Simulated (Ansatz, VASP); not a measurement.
## One calculation of Si2W, two programs

Contents of INCAR:

```
SYSTEM = Si2W
PREC = Accurate ; ENCUT = 520
EDIFF = 1E-6 ; ISMEAR = 0
SIGMA = 0.15 ; LREAL = .FALSE.
LASPH = .TRUE. ; NELM = 80
ALGO = Normal ; ISIF = 2
LWAVE = .FALSE. ; LCHARG = .FALSE.
GGA = PS ; NBANDS = 56
```

KPOINTS

```
regular mesh
0
G
  10 10 6
  0 0 0
```

POSCAR

```
Si2W
1.0
    3.2024995641     -3.2024995641      0.0000000000
   -3.2024995641     -3.2024995641      0.0000000000
    0.0000000000      0.0000000000     -7.8157325223
Si W
8 4
Direct
    0.0000000000      0.5000000000      0.1655010552
    0.5000000000      0.5000000000      0.6655010552
    0.5000000000      1.0000000000      0.1655010552
    0.0000000000      1.0000000000      0.6655010552
    0.0000000000      0.5000000000      0.8344989448
    0.5000000000      0.5000000000      0.3344989448
    0.5000000000      1.0000000000      0.8344989448
    0.0000000000      1.0000000000      0.3344989448
    0.0000000000      0.0000000000     -0.0102357648
    0.5000000000      0.0000000000      0.5000000000
    0.5000000000      0.5000000000      0.0000000000
    0.0000000000      0.5000000000      0.5000000000
```

Input for Ansatz:

```yaml
crystal:
  lattice:
    - [3.2024995641, -3.2024995641, 0.0]
    - [-3.2024995641, -3.2024995641, 0.0]
    - [0.0, 0.0, -7.8157325223]
  atoms:
    - { symbol: Si, position: [0.0, 0.5, 0.1655010552] }
    - { symbol: Si, position: [0.5, 0.5, 0.6655010552] }
    - { symbol: Si, position: [0.5, 1.0, 0.1655010552] }
    - { symbol: Si, position: [0.0, 1.0, 0.6655010552] }
    - { symbol: Si, position: [0.0, 0.5, 0.8344989448] }
    - { symbol: Si, position: [0.5, 0.5, 0.3344989448] }
    - { symbol: Si, position: [0.5, 1.0, 0.8344989448] }
    - { symbol: Si, position: [0.0, 1.0, 0.3344989448] }
    - { symbol: W, position: [0.0, 0.0, -0.0102357648] }
    - { symbol: W, position: [0.5, 0.0, 0.5] }
    - { symbol: W, position: [0.5, 0.5, 0.0] }
    - { symbol: W, position: [0.0, 0.5, 0.5] }
basis:
  ecutwfc: 420
kpoints:
  mp_grid: { grid: [10, 10, 6] }
hamiltonian:
  xc: pbesol
scf:
  occupations: { method: gaussian, width: 0.15 }
output:
  forces: true
  stress: true
  eigenvalues: true
```

Alike in both runs: task single point; functional PBEsol; k mesh 10 × 10 × 6; occupations gaussian, width 0.15 eV; no spin polarisation.

|  | VASP | Ansatz |
| --- | --- | --- |
| version | VASP 6.6.1 | Ansatz 0.2.0 |
| potentials or method | VASP PAW PBE potentials, release 64 (Si, W_sv), cutoff 520 eV | scalar-relativistic, plane waves, PAW |
| valence electrons in the cell | 88 | 88 |

VASP gave:

- gap on the k mesh at the Fermi level (eV): none
- pressure (GPa): 0.6
- traceless stress, the component that is largest in VASP (GPa): 0.30
- rms of the force components (eV/Å): 0.285

**Question.** Estimate Ansatz's values.

**Answer.** gap on the k mesh at the Fermi level (eV): none; pressure (GPa): 0.2; traceless stress, the component that is largest in VASP (GPa): 0.34; rms of the force components (eV/Å): 0.285.

VASP's potentials were made for PBE, not for PBEsol. Atom by atom the forces differ by 0.003 eV/Å (rms over components). A gap of «none» marks a metal or a gap that the smearing closes. With one functional, cell and mesh, what is left measures potentials, basis and numerics.

Neither program's run includes spin-orbit coupling.
